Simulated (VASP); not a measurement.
The system is As3RuW.

```
As Ru W
1.0
     4.42461    0.00000    0.00000
     0.00000    4.42461    0.00000
     0.00000    0.00000    4.42461
As Ru W
3 1 1
Direct
  0.00000 0.50000 0.50000
  0.50000 0.00000 0.50000
  0.50000 0.50000 0.00000
  0.00000 0.00000 0.00000
  0.50000 0.50000 0.50000
```

```yaml
Program: VASP 6.6.1
Task: relaxation of cell and atoms
Functional: PBE
Potentials_or_basis: VASP PAW PBE potentials, release 64 (As, Ru_pv, W_sv)
Cutoff: 600 eV
k_mesh: 4 × 4 × 4
Occupations: gaussian, width 0.1 eV
Spin: no spin polarisation
```

At the start: pressure 44.2 GPa; volume 17.32 Å³/atom.

Problem. How do energy, volume and symmetry change on relaxing?

Solution. Over 5 steps the energy falls by 552.5 meV/atom and the volume is 22.30 Å³/atom (+28.7 %); space group Pm-3m (No. 221, to 0.05 Å).

Step by step:
```
step  energy change (eV)  largest force (eV/Å)  pressure (GPa)  volume (Å³)
   1              0.0000                0.0000           44.23        86.62
   2              0.8031                0.0000          -16.07       161.47
   3             -2.7467                0.0000           -2.07       113.89
   4             -2.7611                0.0000           -0.59       112.17
   5             -2.7623                0.0000            0.00       111.51
```

Final structure:
```cif
data_structure
_symmetry_space_group_name_H-M 'P 1'
_symmetry_Int_Tables_number 1
_cell_length_a 4.8133
_cell_length_b 4.8133
_cell_length_c 4.8133
_cell_angle_alpha 90.000
_cell_angle_beta 90.000
_cell_angle_gamma 90.000
_cell_volume 111.51
loop_
_atom_site_label
_atom_site_type_symbol
_atom_site_fract_x
_atom_site_fract_y
_atom_site_fract_z
_atom_site_occupancy
As1 As 0.00000 0.50000 0.50000 1
As2 As 0.50000 0.00000 0.50000 1
As3 As 0.50000 0.50000 0.00000 1
Ru1 Ru 0.00000 0.00000 0.00000 1
W1 W 0.50000 0.50000 0.50000 1
```

Caveat: the volume moved by over 15 % at a fixed basis, so the end points are rough.
